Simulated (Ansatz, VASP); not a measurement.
## One calculation of Ge, two programs

Contents of INCAR:

```
SYSTEM = Ge
PREC = Accurate ; ENCUT = 520
EDIFF = 1E-7 ; ISMEAR = 0
SIGMA = 0.15 ; LREAL = .False.
LASPH = .True. ; NELM = 100
ALGO = Fast ; ISIF = 2
LWAVE = .False. ; LCHARG = .False.
GGA = PS ; NBANDS = 66
```

KPOINTS

```
Automatic mesh
0
Gamma
  8 8 8
  0 0 0
```

Contents of POSCAR:

```
Ge
1.0
   -3.3655732048      3.3655732048      3.4176181512
    3.3655732048     -3.3655732048      3.4176181512
    3.3655732048      3.3655732048     -3.4176181512
Ge
8
Direct
    0.5000000000      0.0000000000      0.7958385091
    0.7958385091      0.5000000000      0.0000000000
    0.0000000000      0.7958385091      0.5000000000
    0.7041614909      0.7041614909      0.7041614909
    0.5000000000      0.0000000000      0.2041614909
    0.2041614909      0.5000000000      0.0000000000
    0.0000000000      0.2041614909      0.5000000000
    0.2958385091      0.2958385091      0.2958385091
```

Input for Ansatz:

```yaml
crystal:
  lattice:
    - [-3.3655732048, 3.3655732048, 3.4176181512]
    - [3.3655732048, -3.3655732048, 3.4176181512]
    - [3.3655732048, 3.3655732048, -3.4176181512]
  atoms:
    - { symbol: Ge, position: [0.5, 0.0, 0.7958385091] }
    - { symbol: Ge, position: [0.7958385091, 0.5, 0.0] }
    - { symbol: Ge, position: [0.0, 0.7958385091, 0.5] }
    - { symbol: Ge, position: [0.7041614909, 0.7041614909, 0.7041614909] }
    - { symbol: Ge, position: [0.5, 0.0, 0.2041614909] }
    - { symbol: Ge, position: [0.2041614909, 0.5, 0.0] }
    - { symbol: Ge, position: [0.0, 0.2041614909, 0.5] }
    - { symbol: Ge, position: [0.2958385091, 0.2958385091, 0.2958385091] }
basis:
  ecutwfc: 420
kpoints:
  mp_grid: { grid: [8, 8, 8] }
hamiltonian:
  xc: pbesol
scf:
  occupations: { method: gaussian, width: 0.15 }
output:
  forces: true
  stress: true
  eigenvalues: true
```

Change from the starting cell: strain -0.030 along x and y, -0.015 along z, atoms carried along.

Alike in both runs: task single point; functional PBEsol; k mesh 8 × 8 × 8; occupations gaussian, width 0.15 eV; no spin polarisation.

```csv
,VASP,Ansatz
version,VASP 6.6.1,Ansatz 0.2.0
potentials or method,"VASP PAW PBE potentials, release 64 (Ge_d), cutoff 520 eV","scalar-relativistic, plane waves, PAW"
valence electrons in the cell,112,112
```

|  | VASP | Ansatz | Ansatz less VASP |
| --- | --- | --- | --- |
| gap on the k mesh at the Fermi level (eV) | none | none | - |
| pressure (GPa) | 6.3 | 6.4 | +0.09 |
| traceless stress, the component that is largest in VASP (GPa) | -1.36 | -1.35 | +0.002 |
| rms of the force components (eV/Å) | 0.168 | 0.170 | +0.0022 |

VASP's potentials were made for PBE, not for PBEsol. Atom by atom the forces differ by 0.002 eV/Å (rms over components). A gap of «none» marks a metal or a gap that the smearing closes.
